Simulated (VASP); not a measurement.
# CaO (Fm-3m) in VASP: single point with PBE

Aim: the single point of CaO with PBE.

All numbers are computed with VASP 6.6.1; they aren't measurements. Logs are shortened: lines on timing, memory, paths and dates and some standing lists are left out, and cuts for length are marked.

**1. The cell of the first run**

The structure is cubic, space group Fm-3m (No. 225). Conventional cell: a = 4.898 Å, b = 4.898 Å, c = 4.898 Å, α = 90.00°, β = 90.00°, γ = 90.00°. Ca (site symmetry m-3m) has 6 O at 2.45 Å within 3.2 Å. O (site symmetry m-3m) has 6 Ca at 2.45 Å within 3.2 Å.

**2. Single point, PBE**

INCAR

```
SYSTEM = CaO
PREC = Accurate
ENCUT = 700
EDIFF = 1E-6
ISMEAR = 0
SIGMA = 0.1
LREAL = Auto
LASPH = .True.
NELM = 120
ALGO = Normal
ISIF = 2
LWAVE = .False.
LCHARG = .False.
GGA = PE
NBANDS = 78
ISYM = -1
GGA_COMPAT = .False.
```

KPOINTS

```
explicit points
4
Reciprocal
  0.25000000   0.25000000   0.25000000 2
  0.25000000   0.25000000   0.75000000 2
  0.25000000   0.75000000   0.25000000 2
  0.25000000   0.75000000   0.75000000 2
```

POSCAR

```
CaO
1.0
   -4.8980000000      4.8980000000      0.0000000000
   -4.8980000000      0.0000000000      4.8980000000
    0.0000000000      4.8980000000      4.8980000000
Ca O
8 8
Direct
    0.0000000000      0.0000000000      0.0000000000
    0.5000000000      0.0000000000      0.0000000000
    0.0000000000      0.5000000000      0.0000000000
    0.0000000000      0.0000000000      0.5000000000
    0.5000000000      0.5000000000      0.0000000000
    0.5000000000      0.0000000000      0.5000000000
    0.0000000000      0.5000000000      0.5000000000
    0.5000000000      0.5000000000      0.5000000000
    0.7500000000      0.7500000000      0.7500000000
    0.2500000000      0.7500000000      0.7500000000
    0.7500000000      0.2500000000      0.7500000000
    0.7500000000      0.7500000000      0.2500000000
    0.2500000000      0.2500000000      0.7500000000
    0.2500000000      0.7500000000      0.2500000000
    0.7500000000      0.2500000000      0.2500000000
    0.2500000000      0.2500000000      0.2500000000
```

Potentials or basis: VASP PAW PBE potentials, release 64 (Ca_sv, O).

Launch:

```bash
$ cat potpaw_PBE.64/Ca_sv/POTCAR potpaw_PBE.64/O/POTCAR > POTCAR
$ mpirun -np 1 vasp_std > vasp.out
```

OUTCAR:

```text
SYSTEM = CaO
   PREC = Accurate
   ENCUT = 700
   EDIFF = 1E-6
   ISMEAR = 0
   LREAL = Auto
   LASPH = .True.
   NELM = 120
   ISIF = 2
   GGA = PE
   ISYM = -1

 ion  position               nearest neighbor table
   1  0.000  0.000  0.000-  10 2.45  11 2.45  12 2.45  13 2.45  14 2.45  15 2.45
   2  0.500  0.000  0.000-   9 2.45  11 2.45  12 2.45  13 2.45  14 2.45  16 2.45
   3  0.000  0.500  0.000-   9 2.45  10 2.45  12 2.45  13 2.45  15 2.45  16 2.45
   4  0.000  0.000  0.500-   9 2.45  10 2.45  11 2.45  14 2.45  15 2.45  16 2.45
   5  0.500  0.500  0.000-   9 2.45  10 2.45  11 2.45  14 2.45  15 2.45  16 2.45
   6  0.500  0.000  0.500-   9 2.45  10 2.45  12 2.45  13 2.45  15 2.45  16 2.45
[... 8 lines left out ...]
  15  0.750  0.250  0.250-   1 2.45   3 2.45   4 2.45   5 2.45   6 2.45   8 2.45
  16  0.250  0.250  0.250-   2 2.45   3 2.45   4 2.45   5 2.45   6 2.45   7 2.45

IMPORTANT INFORMATION: All symmetrisations will be switched off!
NOSYMM: (Re-)initialisation of all symmetry stuff for point group C_1.

----------------------------------------------------------------------------------------

                                     Primitive cell

  volume of cell :     235.0100

  direct lattice vectors                    reciprocal lattice vectors
    -4.898000000  4.898000000  0.000000000    -0.102082483  0.102082483 -0.102082483
    -4.898000000  0.000000000  4.898000000    -0.102082483 -0.102082483  0.102082483
     0.000000000  4.898000000  4.898000000     0.102082483  0.102082483  0.102082483

  length of vectors
     6.926818029  6.926818029  6.926818029     0.176812047  0.176812047  0.176812047

  position of ions in fractional coordinates (direct lattice)
     0.000000000  0.000000000  0.000000000
     0.500000000  0.000000000  0.000000000
     0.000000000  0.500000000  0.000000000
     0.000000000  0.000000000  0.500000000
     0.500000000  0.500000000  0.000000000
     0.500000000  0.000000000  0.500000000
[... 8 lines left out ...]
     0.750000000  0.250000000  0.250000000
     0.250000000  0.250000000  0.250000000

  ion indices of the primitive-cell ions
   primitive index   ion index
                 1           1
                 2           2
                 3           3
                 4           4
                 5           5
                 6           6
[... 8 lines left out ...]
                15          15
                16          16

----------------------------------------------------------------------------------------

 KPOINTS: explicit points

Read explicit list of k-points.

 Found      4 k-points:

 Following reciprocal coordinates:
            Coordinates               Weight
[... 29 lines left out ...]
   ISYM   =     -1    0-nonsym 1-usesym 2-fastsym
   POTIM  = 0.5000    time-step for ionic-motion
   TEBEG  =    0.0;   TEEND  =   0.0 temperature during run
   PSTRESS=    0.0 pullay stress
   NELECT =     128.0000    total number of electrons
   NUPDOWN=      -1.0000    fix difference up-down
   EMIN   =  10.00;   EMAX   =-10.00  energy-range for DOS
   EFERMI =   0.00;   METHOD = LEGACY
   ISMEAR =     0;   SIGMA  =   0.10  broadening in eV -4-tet -1-fermi 0-gaus
   EFERMI_NEDOS =   21; number of points for ismear=-14 and -15
   IALGO  =     38    algorithm
   IMIX   =      4    mixing-type and parameters
     AMIX     =   0.40;   BMIX     =  1.00
     AMIX_MAG =   1.60;   BMIX_MAG =  1.00
  volume/ion in A,a.u.               =      14.69        99.12
  Fermi-wavevector in a.u.,A,eV,Ry     =   1.336953  2.526474 24.319632  1.787443
  Thomas-Fermi vector in A             =   2.465539
   LORBIT       =      0    0 simple, 1 ext, 2 COOP (PROOUT), +10 PAW based schemes
   GGA     = PE    functional components
   LHFCALC =     F    Hartree Fock is set to
   AEXX    =    0.0000 exact exchange contribution
   IVDW    =     0    specifies the selected vdW correction
   LEPSILON=     F    determine dielectric tensor
   LRPA    =     F    only Hartree local field effects (RPA)
 non-spin polarized calculation
 Gauss-broadening in eV      SIGMA  =   0.10
  energy-cutoff  :      700.00
  volume of cell :      235.01
 maximum number of plane-waves:      9894
 NGX is ok and might be reduce to    60
   NGX = 29   NGY = 29   NGZ = 29

 number of electron     128.0000012 magnetization

 Free energy of the ion-electron system (eV)
  ---------------------------------------------------
  ext. energy  EPLUGINS =         0.00000000
  ---------------------------------------------------
  free energy    TOTEN  =      -102.39966069 eV

  energy without entropy =     -102.39966069  energy(sigma->0) =     -102.39966069

 E-fermi :   2.3166     XC(G=0): -10.2025

 val. band max:        1.8452020865   @ k =   0.2500   0.2500   0.2500
 cond. band min:       6.1482837208   @ k =   0.2500   0.2500   0.2500
 fundamental gap:      4.3030816343
 Fermi energy:         2.3165659133

 k-point     1 :       0.2500    0.2500    0.2500
  band No.  band energies     occupation
      1     -35.8252      2.00000
      2     -35.7690      2.00000
      3     -35.7537      2.00000
      4     -35.7537      2.00000
      5     -35.7537      2.00000
      6     -35.7369      2.00000
[... 305 lines left out ...]
     75       8.9792      0.00000
     76       9.0846      0.00000
 [bands above 76 left out]

------------------------ aborting loop because EDIFF is reached ----------------------------------------

  FORCE on cell =-STRESS in cart. coord.  units (eV):
  Direction    XX          YY          ZZ          XY          YZ          ZX
  --------------------------------------------------------------------------------------
  -------------------------------------------------------------------------------------
  Total       -5.3130423     -5.3129197     -5.3129426      0.0543008     -0.0542741      0.0542588
  in kB      -36.2215903    -36.2207546    -36.2209109      0.3701952     -0.3700127      0.3699086
  external PRESSURE =     -36.2210853 kB  Pullay stress =       0.0000000 kB

 VOLUME and BASIS-vectors are now :
 -----------------------------------------------------------------------------
  energy-cutoff  :      700.00
  volume of cell :      235.01
      direct lattice vectors                 reciprocal lattice vectors
    -4.898000000  4.898000000  0.000000000    -0.102082483  0.102082483 -0.102082483
    -4.898000000  0.000000000  4.898000000    -0.102082483 -0.102082483  0.102082483
     0.000000000  4.898000000  4.898000000     0.102082483  0.102082483  0.102082483

 POSITION                                       TOTAL-FORCE (eV/Angst)
 -----------------------------------------------------------------------------------
      0.00000      0.00000      0.00000        -0.000031      0.000053      0.000013
     -2.44900      2.44900      0.00000         0.000037      0.000005     -0.000011
     -2.44900      0.00000      2.44900         0.000024     -0.000048     -0.000001
      0.00000      2.44900      2.44900         0.000009      0.000011     -0.000067
     -4.89800      2.44900      2.44900        -0.000010     -0.000024     -0.000016
     -2.44900      4.89800      2.44900        -0.000030      0.000024      0.000050
[... 8 lines left out ...]
     -4.89800      4.89800      2.44900         0.000003     -0.000001     -0.000009
     -2.44900      2.44900      2.44900        -0.000006      0.000002     -0.000000
 -----------------------------------------------------------------------------------
    total drift:                               -0.000010     -0.000041     -0.000002

  FREE ENERGIE OF THE ION-ELECTRON SYSTEM (eV)
  ---------------------------------------------------
  free  energy   TOTEN  =      -102.3996606867 eV

  energy  without entropy=     -102.3996606867  energy(sigma->0) =     -102.39966069
```

OSZICAR:

```text
N       E                     dE             d eps       ncg     rms          rms(c)
DAV:   1     0.173803743477E+04    0.17380E+04   -0.76606E+04   624   0.209E+03
DAV:   2     0.671755431495E+02   -0.16709E+04   -0.16243E+04   704   0.570E+02
DAV:   3    -0.108247059580E+03   -0.17542E+03   -0.17415E+03   820   0.167E+02
DAV:   4    -0.115495890604E+03   -0.72488E+01   -0.72228E+01   880   0.348E+01
DAV:   5    -0.116077818958E+03   -0.58193E+00   -0.58155E+00  1016   0.672E+00    0.243E+01
DAV:   6    -0.102342426837E+03    0.13735E+02   -0.91406E+01   852   0.339E+01    0.107E+01
DAV:   7    -0.102383239706E+03   -0.40813E-01   -0.10375E+01   744   0.114E+01    0.513E+00
DAV:   8    -0.102405480440E+03   -0.22241E-01   -0.97289E-01   776   0.416E+00    0.138E+00
DAV:   9    -0.102393893532E+03    0.11587E-01   -0.38842E-01   872   0.188E+00    0.459E-01
DAV:  10    -0.102398843138E+03   -0.49496E-02   -0.50058E-02   856   0.688E-01    0.153E-01
DAV:  11    -0.102400020987E+03   -0.11778E-02   -0.10245E-02   848   0.299E-01    0.156E-01
DAV:  12    -0.102399673689E+03    0.34730E-03   -0.19098E-03   880   0.146E-01    0.500E-02
DAV:  13    -0.102399671884E+03    0.18047E-05   -0.13096E-04   976   0.417E-02    0.248E-02
DAV:  14    -0.102399661177E+03    0.10707E-04   -0.58336E-05   720   0.230E-02    0.288E-03
DAV:  15    -0.102399660687E+03    0.49070E-06   -0.64539E-06   648   0.885E-03
   1 F= -.10239966E+03 E0= -.10239966E+03  d E =-.632503E-11
```

It took 3 min on 1 thread of Intel Xeon Platinum 8488C (Sapphire Rapids), shared host; peak memory 0.5 GiB.

What came out:

| Item | Value |
| --- | --- |
| Free energy | -102.3997 eV |
| Pressure | -3.6 GPa |
| Band gap on the k mesh | 4.30 eV |

Caveat: the cell stands under tension; a shifted mesh leaves out Γ, where band edges can lie.
